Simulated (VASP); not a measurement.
# TaSi2 (P6_422) in VASP: notebook

TaSi2 is run at these levels: LDA; tasks: single point.

All numbers are computed with VASP 6.6.1; they aren't measurements. Logs are shortened: lines on timing, memory, paths and dates and some standing lists are left out, and cuts for length are marked.

### 1 The cell of the first run

It takes space group P6_422 (No. 181, hexagonal). Conventional cell: a = 4.784 Å, b = 4.784 Å, c = 6.553 Å, α = 90.00°, β = 90.00°, γ = 120.00°. Ta (site symmetry 222) has 10 Si at 2.60 to 2.83 Å and 4 Ta at 3.24 Å within 3.4 Å. Within 3.4 Å of Si (site symmetry 2) lie 9 Si at 2.55 to 3.33 Å and 5 Ta at 2.60 to 2.83 Å.

### 2 Single point, LDA

INCAR reads:

```
PREC = Accurate
ENCUT = 520
EDIFF = 1E-6
ISMEAR = 0
SIGMA = 0.1
LREAL = F
LASPH = T
NELM = 100
ALGO = Normal
ISIF = 2
LWAVE = F
LCHARG = F
GGA = CA
NBANDS = 38
```

KPOINTS reads:

```
regular mesh
0
Gamma
  6 6 4
```

POSCAR reads:

```
TaSi2
1.0
    4.7837907700      0.0000000000      0.0000000000
   -2.3918953900      4.1428843400      0.0000000000
    0.0000000000      0.0000000000      6.5528055600
Ta Si
3 6
Direct
    0.0000000000      0.5000000000      0.3333333300
    0.5000000000      0.5000000000      0.6666666700
    0.5000000000      0.0000000000      0.0000000000
    0.8416096400      0.6832192800      0.0000000000
    0.1583903600      0.8416096400      0.6666666700
    0.6832192800      0.8416096400      0.3333333300
    0.1583903600      0.3167807200      0.0000000000
    0.8416096400      0.1583903600      0.6666666700
    0.3167807200      0.1583903600      0.3333333300
```

Potentials or basis: VASP PAW LDA potentials, release 64 (Ta_pv, Si).

Command:

```bash
cat potpaw_LDA.64/Ta_pv/POTCAR potpaw_LDA.64/Si/POTCAR > POTCAR
mpirun -np 1 vasp_std > vasp.out
```

OUTCAR:

```text
PREC = Accurate
   ENCUT = 520
   EDIFF = 1E-6
   ISMEAR = 0
   LREAL = F
   LASPH = T
   NELM = 100
   ISIF = 2
   GGA = CA

 ion  position               nearest neighbor table
   1  0.000  0.500  0.333-   4 2.60   7 2.60   5 2.60   8 2.60   6 2.73   9 2.73   9 2.73   6 2.73
                             6 2.83   9 2.83   3 3.24   3 3.24   2 3.24   2 3.24
   2  0.500  0.500  0.667-   4 2.60   7 2.60   6 2.60   9 2.60   5 2.73   8 2.73   5 2.73   8 2.73
                             8 2.83   5 2.83   3 3.24   3 3.24   1 3.24   1 3.24
   3  0.500  0.000  0.000-   5 2.60   8 2.60   6 2.60   9 2.60   7 2.73   4 2.73   7 2.73   4 2.73
                             7 2.83   4 2.83   1 3.24   1 3.24   2 3.24   2 3.24
   4  0.842  0.683  0.000-   5 2.55   6 2.55   2 2.60   1 2.60   7 2.62   3 2.73   3 2.73   3 2.83
                             7 2.83   7 2.83
   5  0.158  0.842  0.667-   4 2.55   9 2.55   3 2.60   1 2.60   8 2.62   2 2.73   2 2.73   2 2.83
                             8 2.83   8 2.83
   6  0.683  0.842  0.333-   4 2.55   8 2.55   3 2.60   2 2.60   9 2.62   1 2.73   1 2.73   1 2.83
                             9 2.83   9 2.83
   7  0.158  0.317  0.000-   8 2.55   9 2.55   2 2.60   1 2.60   4 2.62   3 2.73   3 2.73   3 2.83
                             4 2.83   4 2.83
   8  0.842  0.158  0.667-   7 2.55   6 2.55   3 2.60   1 2.60   5 2.62   2 2.73   2 2.73   2 2.83
                             5 2.83   5 2.83
   9  0.317  0.158  0.333-   7 2.55   5 2.55   3 2.60   2 2.60   6 2.62   1 2.73   1 2.73   1 2.83
                             6 2.83   6 2.83

  LATTYP: Found a hexagonal cell.
 ALAT       =     4.7837907700
 C/A-ratio  =     1.3697935121

  Lattice vectors:

 A1 = (   4.7837907700,   0.0000000000,   0.0000000000)
 A2 = (  -2.3918953900,   4.1428843400,   0.0000000000)
 A3 = (   0.0000000000,   0.0000000000,   6.5528055600)

Analysis of symmetry for initial positions (statically):
=====================================================================
 Subroutine PRICEL returns:
 Original cell was already a primitive cell.

 Routine SETGRP: Setting up the symmetry group for a
 hexagonal supercell.

 Subroutine GETGRP returns: Found 12 space group operations
 (whereof  4 operations were pure point group operations)
 out of a pool of 24 trial point group operations.

The static configuration has the point symmetry D_2 .
 The point group associated with its full space group is D_6 .

Analysis of symmetry for dynamics (positions and initial velocities):
=====================================================================
 Subroutine PRICEL returns:
 Original cell was already a primitive cell.

 Routine SETGRP: Setting up the symmetry group for a
 hexagonal supercell.

 Subroutine GETGRP returns: Found 12 space group operations
 (whereof  4 operations were pure point group operations)
 out of a pool of 24 trial point group operations.

The dynamic configuration has the point symmetry D_2 .
 The point group associated with its full space group is D_6 .

 Subroutine INISYM returns: Found 12 space group operations
 (whereof  4 operations are pure point group operations),
 and found     1 'primitive' translations

----------------------------------------------------------------------------------------

                                     Primitive cell

  volume of cell :     129.8680

  direct lattice vectors                    reciprocal lattice vectors
     4.783790770  0.000000000  0.000000000     0.209039243  0.120688863  0.000000000
    -2.391895390  4.142884340  0.000000000     0.000000000  0.241377726  0.000000000
     0.000000000  0.000000000  6.552805560     0.000000000  0.000000000  0.152606390

  length of vectors
     4.783790770  4.783790778  6.552805560     0.241377726  0.241377726  0.152606390

  position of ions in fractional coordinates (direct lattice)
     1.000000000  0.500000000  0.333333330
     0.500000000  0.500000000  0.666666670
     0.500000000  0.000000000  0.000000000
     0.841609640  0.683219280  0.000000000
     0.158390360  0.841609640  0.666666670
     0.683219280  0.841609640  0.333333330
     0.158390360  0.316780720  0.000000000
     0.841609640  0.158390360  0.666666670
     0.316780720  0.158390360  0.333333330

  ion indices of the primitive-cell ions
   primitive index   ion index
                 1           1
                 2           2
                 3           3
                 4           4
                 5           5
                 6           6
                 7           7
                 8           8
                 9           9

----------------------------------------------------------------------------------------

 KPOINTS: regular mesh

Automatic generation of k-mesh.
 Grid dimensions read from file:
 generate k-points for:    6    6    4

 Generating k-lattice:

  Cartesian coordinates                     Fractional coordinates (reciprocal lattice)
     0.034839874  0.020114811  0.000000000     0.166666667 -0.000000000  0.000000000
     0.000000000  0.040229621  0.000000000     0.000000000  0.166666667  0.000000000
     0.000000000  0.000000000  0.038151597     0.000000000  0.000000000  0.250000000

  Length of vectors
     0.040229621  0.040229621  0.038151597

  Shift w.r.t. Gamma in fractional coordinates (k-lattice)
     0.000000000  0.000000000  0.000000000

 Subroutine IBZKPT returns following result:
 ===========================================

 Found     21 irreducible k-points:

 Following reciprocal coordinates:
            Coordinates               Weight
  0.000000  0.000000  0.000000      1.000000
  0.166667 -0.000000  0.000000      6.000000
  0.333333 -0.000000  0.000000      6.000000
  0.500000  0.000000  0.000000      3.000000
  0.166667  0.166667  0.000000      6.000000
  0.333333  0.166667  0.000000     12.000000
[... 13 lines left out ...]
  0.333333  0.166667  0.500000     12.000000
  0.333333  0.333333  0.500000      2.000000
   k-points           NKPTS =     21   k-points in BZ     NKDIM =     21   number of bands    NBANDS=     38
   number of dos      NEDOS =    301   number of ions     NIONS =      9
   total plane-waves  NPLWV =  64800
   dimension x,y,z NGX =    36 NGY =   36 NGZ =   50
   dimension x,y,z NGXF=    72 NGYF=   72 NGZF=  100
   ions per type =               3   6
   NGX,Y,Z   is equivalent  to a cutoff of  12.51, 12.51, 12.69 a.u.
   NGXF,Y,Z  is equivalent  to a cutoff of  25.02, 25.02, 25.37 a.u.
 SYSTEM =  unknown system
   PREC   = accura    normal or accurate (medium, high low for compatibility)
   ISTART =      0    job   : 0-new  1-cont  2-samecut
   ICHARG =      2    charge: 1-file 2-atom 10-const
   ISPIN  =      1    spin polarized calculation?
   LNONCOLLINEAR =      F non collinear calculations
   LSORBIT =      F    spin-orbit coupling
   LASPH  =      T    aspherical Exc in radial PAW
   ENCUT  =  520.0 eV  38.22 Ry    6.18 a.u.   8.89  8.89 12.18*2*pi/ulx,y,z
   NELM   =    100;   NELMIN=  2; NELMDL= -5     # of ELM steps
   EDIFF  = 0.1E-05   stopping-criterion for ELM
   LREAL  =      F    real-space projection
[... 7 lines left out ...]
   TEBEG  =    0.0;   TEEND  =   0.0 temperature during run
   PSTRESS=    0.0 pullay stress
   NELECT =      57.0000    total number of electrons
   NUPDOWN=      -1.0000    fix difference up-down
   EMIN   =  10.00;   EMAX   =-10.00  energy-range for DOS
   EFERMI =   0.00;   METHOD = LEGACY
   ISMEAR =     0;   SIGMA  =   0.10  broadening in eV -4-tet -1-fermi 0-gaus
   EFERMI_NEDOS =   21; number of points for ismear=-14 and -15
   IALGO  =     38    algorithm
   IMIX   =      4    mixing-type and parameters
     AMIX     =   0.40;   BMIX     =  1.00
     AMIX_MAG =   1.60;   BMIX_MAG =  1.00
  volume/ion in A,a.u.               =      14.43        97.38
  Fermi-wavevector in a.u.,A,eV,Ry     =   1.244130  2.351064 21.059900  1.547859
  Thomas-Fermi vector in A             =   2.378410
   LORBIT       =      0    0 simple, 1 ext, 2 COOP (PROOUT), +10 PAW based schemes
   GGA     = CA    functional components
   LHFCALC =     F    Hartree Fock is set to
   AEXX    =    0.0000 exact exchange contribution
   IVDW    =     0    specifies the selected vdW correction
   LEPSILON=     F    determine dielectric tensor
   LRPA    =     F    only Hartree local field effects (RPA)
 non-spin polarized calculation
 Gauss-broadening in eV      SIGMA  =   0.10
  energy-cutoff  :      520.00
  volume of cell :      129.87
 maximum number of plane-waves:      3546
 NGX is ok and might be reduce to    36
   NGX = 17   NGY = 17   NGZ = 25

 number of electron      57.0000004 magnetization

 Free energy of the ion-electron system (eV)
  ---------------------------------------------------
  ext. energy  EPLUGINS =         0.00000000
  ---------------------------------------------------
  free energy    TOTEN  =       -79.30807927 eV

  energy without entropy =      -79.29135764  energy(sigma->0) =      -79.29971845

 E-fermi :   9.3108     XC(G=0): -12.2017

 val. band max:        9.2700446026   @ k =   0.3333   0.1667   0.5000
 cond. band min:       9.3966032285   @ k =   0.3333   0.1667   0.2500
 fundamental gap:      0.1265586259
 Fermi energy:         9.3108271083

 k-point     1 :       0.0000    0.0000    0.0000
  band No.  band energies     occupation
      1     -24.8594      2.00000
      2     -24.8594      2.00000
      3     -24.8574      2.00000
      4     -24.7983      2.00000
      5     -24.7983      2.00000
      6     -24.6980      2.00000
[... 30 lines left out ...]
     37      13.2451      0.00000
     38      13.3536      0.00000

 k-point     2 :       0.1667   -0.0000    0.0000
  band No.  band energies     occupation
      1     -24.8869      2.00000
      2     -24.8655      2.00000
      3     -24.8334      2.00000
      4     -24.7996      2.00000
      5     -24.7946      2.00000
      6     -24.7004      2.00000
[... 30 lines left out ...]
     37      13.0359      0.00000
     38      13.2705      0.00000
[... 736 lines left out ...]
     37      12.7969      0.00000
     38      13.1079      0.00000

 k-point    21 :       0.3333    0.3333    0.5000
  band No.  band energies     occupation
      1     -24.9010      2.00000
      2     -24.8788      2.00000
      3     -24.8788      2.00000
      4     -24.7729      2.00000
      5     -24.7729      2.00000
      6     -24.7255      2.00000
[... 30 lines left out ...]
     37      12.8629      0.00000
     38      12.8638      0.00000

------------------------ aborting loop because EDIFF is reached ----------------------------------------

  FORCE on cell =-STRESS in cart. coord.  units (eV):
  Direction    XX          YY          ZZ          XY          YZ          ZX
  --------------------------------------------------------------------------------------
  -------------------------------------------------------------------------------------
  Total       -3.9705584     -3.9705584     -2.9906870      0.0000000      0.0000000      0.0000000
  in kB      -48.9846383    -48.9846385    -36.8959992      0.0000001      0.0000000      0.0000000
  external PRESSURE =     -44.9550920 kB  Pullay stress =       0.0000000 kB

 VOLUME and BASIS-vectors are now :
 -----------------------------------------------------------------------------
  energy-cutoff  :      520.00
  volume of cell :      129.87
      direct lattice vectors                 reciprocal lattice vectors
     4.783790770  0.000000000  0.000000000     0.209039243  0.120688863  0.000000000
    -2.391895390  4.142884340  0.000000000     0.000000000  0.241377726  0.000000000
     0.000000000  0.000000000  6.552805560     0.000000000  0.000000000  0.152606390

 POSITION                                       TOTAL-FORCE (eV/Angst)
 -----------------------------------------------------------------------------------
     -1.19595      2.07144      2.18427        -0.000000      0.000000     -0.000000
      1.19595      2.07144      4.36854        -0.000000      0.000000      0.000000
      2.39190      0.00000      0.00000        -0.000000      0.000000      0.000000
      2.39190      2.83050      0.00000         0.000000     -0.119059      0.000000
     -1.25534      3.48669      4.36854         0.103108     -0.059530     -0.000000
      1.25534      3.48669      2.18427        -0.103108     -0.059530      0.000000
     -0.00000      1.31239      0.00000        -0.000000      0.119059      0.000000
      3.64723      0.65619      4.36854        -0.103108      0.059530      0.000000
      1.13656      0.65619      2.18427         0.103108      0.059530      0.000000
 -----------------------------------------------------------------------------------
    total drift:                                0.000000      0.000000     -0.000010

  FREE ENERGIE OF THE ION-ELECTRON SYSTEM (eV)
  ---------------------------------------------------
  free  energy   TOTEN  =       -79.3080792677 eV

  energy  without entropy=      -79.2913576418  energy(sigma->0) =      -79.29971845
```

Wall time 34 s (1 thread of Intel Xeon 6975P-C (Granite Rapids), shared host); peak memory 0.25 GiB.

What came out:

```yaml
Free_energy: -79.3081 eV
Pressure: -4.5 GPa
Largest_force: 0.119 eV/Å
Band_gap_on_the_k_mesh: zero (an odd number of electrons rules out a gap without spin polarisation)
```

Forces in eV/Å, atoms in the order of the input:
```
Ta   0.000  0.000  0.000
Ta   0.000  0.000  0.000
Ta   0.000  0.000  0.000
Si   0.000 -0.119  0.000
Si   0.103 -0.060  0.000
Si  -0.103 -0.060  0.000
Si   0.000  0.119  0.000
Si  -0.103  0.060  0.000
Si   0.103  0.060  0.000
```

Caveat: the cell stands under tension; spin-orbit coupling is left out, which moves the levels of the heavy elements.

[end of part 1 of 2]
